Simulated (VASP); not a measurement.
# Bi2Te3 (Tellurobismuthite) (R-3m) in VASP: further runs

Bi2Te3 (Tellurobismuthite) is run at these levels: PBE; tasks: single point.

Everything below comes from runs of VASP 6.6.1. Logs are shortened: lines on timing, memory, paths and dates and some standing lists are left out, and cuts for length are marked.

**Measured values to compare with.**

“Vacancy and Antisite-Induced Ferromagnetism in Liquid-Phase Exfoliated Bi2Te3”, 2024, arxiv:2412.10539 quotes, for a bulk crystal of Bi2Te3: band gap 0.17 eV.

The runs below are set against these values where they give the same quantity.

## (1) The cell of the first run

It takes space group R-3m (No. 166, trigonal). Conventional cell: a = 4.386 Å, b = 4.386 Å, c = 30.497 Å, α = 90.00°, β = 90.00°, γ = 120.00°. Within 4.0 Å of Bi (site symmetry 3m) lie 6 Te at 3.07 to 3.25 Å. Te (site symmetry -3m) has 6 Bi at 3.25 Å within 4.3 Å. Within 4.0 Å of Te (site symmetry 3m) lie 3 Bi at 3.07 Å and 3 Te at 3.64 Å.

## (2) Single point, PBE

Contents of INCAR:

```
  PREC = Accurate
  ENCUT = 520
  EDIFF = 1E-6
  ISMEAR = -1
  SIGMA = 0.1
  LREAL = F
  LASPH = T
  NELM = 100
  ALGO = Normal
  ISIF = 2
  LWAVE = F
  LCHARG = F
  GGA = PE
  NBANDS = 32
```

Contents of KPOINTS:

```
Automatic mesh
0
Gamma
  2 2 2
```

Contents of POSCAR:

```
Bi2Te3
1.0
    2.1930000000      1.2661290000     10.1656670000
   -2.1930000000      1.2661290000     10.1656670000
    0.0000000000     -2.5322580000     10.1656670000
Bi Te
2 3
Direct
    0.4000000000      0.4000000000      0.4000000000
    0.6000000000      0.6000000000      0.6000000000
    0.0000000000      0.0000000000      0.0000000000
    0.2095000000      0.2095000000      0.2095000000
    0.7905000000      0.7905000000      0.7905000000
```

Potentials or basis: VASP PAW PBE potentials, release 64 (Bi_d, Te).

Command:

```
cat potpaw_PBE.64/Bi_d/POTCAR potpaw_PBE.64/Te/POTCAR > POTCAR
mpirun -np 1 vasp_std > vasp.out
```

OUTCAR:

```text
PREC = Accurate
   ENCUT = 520
   EDIFF = 1E-6
   ISMEAR = -1
   LREAL = F
   LASPH = T
   NELM = 100
   ISIF = 2
   GGA = PE

 ion  position               nearest neighbor table
   1  0.400  0.400  0.400-   5 3.07   5 3.07   5 3.07   3 3.25   3 3.25   3 3.25
   2  0.600  0.600  0.600-   4 3.07   4 3.07   4 3.07   3 3.25   3 3.25   3 3.25
   3  0.000  0.000  0.000-   2 3.25   1 3.25   2 3.25   2 3.25   1 3.25   1 3.25
   4  0.209  0.209  0.209-   2 3.07   2 3.07   2 3.07   5 3.64   5 3.64   5 3.64
   5  0.791  0.791  0.791-   1 3.07   1 3.07   1 3.07   4 3.64   4 3.64   4 3.64

  LATTYP: Found a trigonal (rhomboedric) cell.
 ALAT       =    10.4763121946
 COS(alpha) =     0.9123624163

  Lattice vectors:

 A1 = (   2.1930000000,   1.2661290000,  10.1656670000)
 A2 = (  -2.1930000000,   1.2661290000,  10.1656670000)
 A3 = (   0.0000000000,  -2.5322580000,  10.1656670000)

Analysis of symmetry for initial positions (statically):
=====================================================================
 Subroutine PRICEL returns:
 Original cell was already a primitive cell.

 Routine SETGRP: Setting up the symmetry group for a
 trigonal (rhombohedral) supercell.

 Subroutine GETGRP returns: Found 12 space group operations
 (whereof 12 operations were pure point group operations)
 out of a pool of 12 trial point group operations.

The static configuration has the point symmetry D_3d.

Analysis of symmetry for dynamics (positions and initial velocities):
=====================================================================
 Subroutine PRICEL returns:
 Original cell was already a primitive cell.

 Routine SETGRP: Setting up the symmetry group for a
 trigonal (rhombohedral) supercell.

 Subroutine GETGRP returns: Found 12 space group operations
 (whereof 12 operations were pure point group operations)
 out of a pool of 12 trial point group operations.

The dynamic configuration has the point symmetry D_3d.

 Subroutine INISYM returns: Found 12 space group operations
 (whereof 12 operations are pure point group operations),
 and found     1 'primitive' translations

----------------------------------------------------------------------------------------

                                     Primitive cell

  volume of cell :     169.3572

  direct lattice vectors                    reciprocal lattice vectors
     2.193000000  1.266129000 10.165667000     0.227998176  0.131634823  0.032790109
    -2.193000000  1.266129000 10.165667000    -0.227998176  0.131634823  0.032790109
     0.000000000 -2.532258000 10.165667000     0.000000000 -0.263269646  0.032790109

  length of vectors
    10.476312195 10.476312195 10.476312144     0.265303762  0.265303762  0.265303784

  position of ions in fractional coordinates (direct lattice)
     0.400000000  0.400000000  0.400000000
     0.600000000  0.600000000  0.600000000
     0.000000000  0.000000000  0.000000000
     0.209500000  0.209500000  0.209500000
     0.790500000  0.790500000  0.790500000

  ion indices of the primitive-cell ions
   primitive index   ion index
                 1           1
                 2           2
                 3           3
                 4           4
                 5           5

----------------------------------------------------------------------------------------

 KPOINTS: Automatic mesh

Automatic generation of k-mesh.
 Grid dimensions read from file:
 generate k-points for:    2    2    2

 Generating k-lattice:

  Cartesian coordinates                     Fractional coordinates (reciprocal lattice)
     0.113999088  0.065817411  0.016395055     0.500000000 -0.000000000  0.000000000
    -0.113999088  0.065817411  0.016395055    -0.000000000  0.500000000  0.000000000
     0.000000000 -0.131634823  0.016395055     0.000000000  0.000000000  0.500000000

  Length of vectors
     0.132651881  0.132651881  0.132651892

  Shift w.r.t. Gamma in fractional coordinates (k-lattice)
     0.000000000  0.000000000  0.000000000

 Subroutine IBZKPT returns following result:
 ===========================================

 Found      4 irreducible k-points:

 Following reciprocal coordinates:
            Coordinates               Weight
  0.000000  0.000000  0.000000      1.000000
  0.500000  0.000000  0.000000      3.000000
  0.500000  0.500000  0.000000      3.000000
  0.500000  0.500000  0.500000      1.000000
   k-points           NKPTS =      4   k-points in BZ     NKDIM =      4   number of bands    NBANDS=     32
   number of dos      NEDOS =    301   number of ions     NIONS =      5
   total plane-waves  NPLWV = 512000
   dimension x,y,z NGX =    80 NGY =   80 NGZ =   80
   dimension x,y,z NGXF=   160 NGYF=  160 NGZF=  160
   ions per type =               2   3
   NGX,Y,Z   is equivalent  to a cutoff of  12.69, 12.69, 12.69 a.u.
   NGXF,Y,Z  is equivalent  to a cutoff of  25.39, 25.39, 25.39 a.u.
 SYSTEM =  unknown system
   PREC   = accura    normal or accurate (medium, high low for compatibility)
   ISTART =      0    job   : 0-new  1-cont  2-samecut
   ICHARG =      2    charge: 1-file 2-atom 10-const
   ISPIN  =      1    spin polarized calculation?
   LNONCOLLINEAR =      F non collinear calculations
   LSORBIT =      F    spin-orbit coupling
   LASPH  =      T    aspherical Exc in radial PAW
   ENCUT  =  520.0 eV  38.22 Ry    6.18 a.u.  19.48 19.48 19.48*2*pi/ulx,y,z
   NELM   =    100;   NELMIN=  2; NELMDL= -5     # of ELM steps
   EDIFF  = 0.1E-05   stopping-criterion for ELM
   LREAL  =      F    real-space projection
   EDIFFG = 0.1E-04   stopping-criterion for IOM
   NSW    =      0    number of steps for IOM
   IBRION =     -1    ionic relax: 0-MD 1-quasi-New 2-CG
   NFREE  =      0    steps in history (QN), initial steepest desc. (CG)
   ISIF   =      2    stress and relaxation
   ISYM   =      2    0-nonsym 1-usesym 2-fastsym
   POTIM  = 0.5000    time-step for ionic-motion
   TEBEG  =    0.0;   TEEND  =   0.0 temperature during run
   PSTRESS=    0.0 pullay stress
   NELECT =      48.0000    total number of electrons
   NUPDOWN=      -1.0000    fix difference up-down
   EMIN   =  10.00;   EMAX   =-10.00  energy-range for DOS
   EFERMI =   0.00;   METHOD = LEGACY
   ISMEAR =    -1;   SIGMA  =   0.10  broadening in eV -4-tet -1-fermi 0-gaus
   EFERMI_NEDOS =   21; number of points for ismear=-14 and -15
   IALGO  =     38    algorithm
   IMIX   =      4    mixing-type and parameters
     AMIX     =   0.40;   BMIX     =  1.00
     AMIX_MAG =   1.60;   BMIX_MAG =  1.00
  volume/ion in A,a.u.               =      33.87       228.58
  Fermi-wavevector in a.u.,A,eV,Ry     =   1.075360  2.032136 15.733774  1.156400
  Thomas-Fermi vector in A             =   2.211215
   LORBIT       =      0    0 simple, 1 ext, 2 COOP (PROOUT), +10 PAW based schemes
   GGA     = PE    functional components
   LHFCALC =     F    Hartree Fock is set to
   AEXX    =    0.0000 exact exchange contribution
   IVDW    =     0    specifies the selected vdW correction
   LEPSILON=     F    determine dielectric tensor
   LRPA    =     F    only Hartree local field effects (RPA)
 non-spin polarized calculation
  energy-cutoff  :      520.00
  volume of cell :      169.36
 maximum number of plane-waves:      4568
 NGX is ok and might be reduce to    80
   NGX = 39   NGY = 39   NGZ = 39

 number of electron      48.0000004 magnetization

 Free energy of the ion-electron system (eV)
  ---------------------------------------------------
  ext. energy  EPLUGINS =         0.00000000
  ---------------------------------------------------
  free energy    TOTEN  =       -17.11733379 eV

  energy without entropy =      -17.08283713  energy(sigma->0) =      -17.10008546

 E-fermi :   6.3974     XC(G=0):  -9.2980

 val. band max:        6.2721106174   @ k =   0.0000   0.0000   0.0000
 cond. band min:       6.5530280114   @ k =   0.0000   0.0000   0.0000
 fundamental gap:      0.2809173940
 Fermi energy:         6.3974245701

 k-point     1 :       0.0000    0.0000    0.0000
  band No.  band energies     occupation
      1     -16.9560      2.00000
      2     -16.9560      2.00000
      3     -16.9547      2.00000
      4     -16.9547      2.00000
      5     -16.9540      2.00000
      6     -16.9527      2.00000
[... 24 lines left out ...]
     31      11.0677      0.00000
     32      11.5623      0.00000

 k-point     2 :       0.5000    0.0000    0.0000
  band No.  band energies     occupation
      1     -16.9658      2.00000
      2     -16.9633      2.00000
      3     -16.9549      2.00000
      4     -16.9524      2.00000
      5     -16.9518      2.00000
      6     -16.9488      2.00000
[... 24 lines left out ...]
     31       9.8658      0.00000
     32      11.0309      0.00000

 k-point     3 :       0.5000    0.5000    0.0000
  band No.  band energies     occupation
      1     -16.9657      2.00000
      2     -16.9633      2.00000
      3     -16.9549      2.00000
      4     -16.9525      2.00000
      5     -16.9518      2.00000
      6     -16.9488      2.00000
[... 24 lines left out ...]
     31      11.2908      0.00000
     32      11.9410      0.00000

 k-point     4 :       0.5000    0.5000    0.5000
  band No.  band energies     occupation
      1     -16.9560      2.00000
      2     -16.9560      2.00000
      3     -16.9547      2.00000
      4     -16.9547      2.00000
      5     -16.9539      2.00000
      6     -16.9527      2.00000
[... 24 lines left out ...]
     31      10.9001      0.00000
     32      11.7874      0.00000

------------------------ aborting loop because EDIFF is reached ----------------------------------------

  FORCE on cell =-STRESS in cart. coord.  units (eV):
  Direction    XX          YY          ZZ          XY          YZ          ZX
  --------------------------------------------------------------------------------------
  -------------------------------------------------------------------------------------
  Total        7.1798127      7.1798112     -0.9498650      0.0000000      0.0000000      0.0000000
  in kB       67.9234885     67.9234734     -8.9860484      0.0000000      0.0000000      0.0000000
  external PRESSURE =      42.2869712 kB  Pullay stress =       0.0000000 kB

 VOLUME and BASIS-vectors are now :
 -----------------------------------------------------------------------------
  energy-cutoff  :      520.00
  volume of cell :      169.36
      direct lattice vectors                 reciprocal lattice vectors
     2.193000000  1.266129000 10.165667000     0.227998176  0.131634823  0.032790109
    -2.193000000  1.266129000 10.165667000    -0.227998176  0.131634823  0.032790109
     0.000000000 -2.532258000 10.165667000     0.000000000 -0.263269646  0.032790109

 POSITION                                       TOTAL-FORCE (eV/Angst)
 -----------------------------------------------------------------------------------
      0.00000      0.00000     12.19880         0.000000      0.000000      0.217496
      0.00000      0.00000     18.29820         0.000000     -0.000000     -0.217496
      0.00000      0.00000      0.00000         0.000000      0.000000     -0.000000
      0.00000      0.00000      6.38912         0.000000     -0.000000      0.692455
      0.00000      0.00000     24.10788         0.000000     -0.000000     -0.692455
 -----------------------------------------------------------------------------------
    total drift:                               -0.000000     -0.000000     -0.000000

  FREE ENERGIE OF THE ION-ELECTRON SYSTEM (eV)
  ---------------------------------------------------
  free  energy   TOTEN  =       -17.1173337888 eV

  energy  without entropy=      -17.0828371305  energy(sigma->0) =      -17.10008546
```

It took 94 s on 1 thread of AMD EPYC 9R45 (Zen 5), shared host; peak memory 0.84 GiB.

What came out:

```yaml
Free_energy: -17.1173 eV
Pressure: 4.2 GPa
Largest_force: 0.692 eV/Å
Band_gap_on_the_k_mesh: 0.28 eV, direct
```

Forces on the atoms (eV/Å):
```
Bi   0.000  0.000  0.217
Bi   0.000  0.000 -0.217
Te   0.000  0.000  0.000
Te   0.000  0.000  0.692
Te   0.000  0.000 -0.692
```

Caveat: the k points lie up to 0.83 Å⁻¹ apart; spin-orbit coupling is left out, which moves the levels of the heavy elements. A k mesh can miss the band edges.

[end of part 1 of 2]
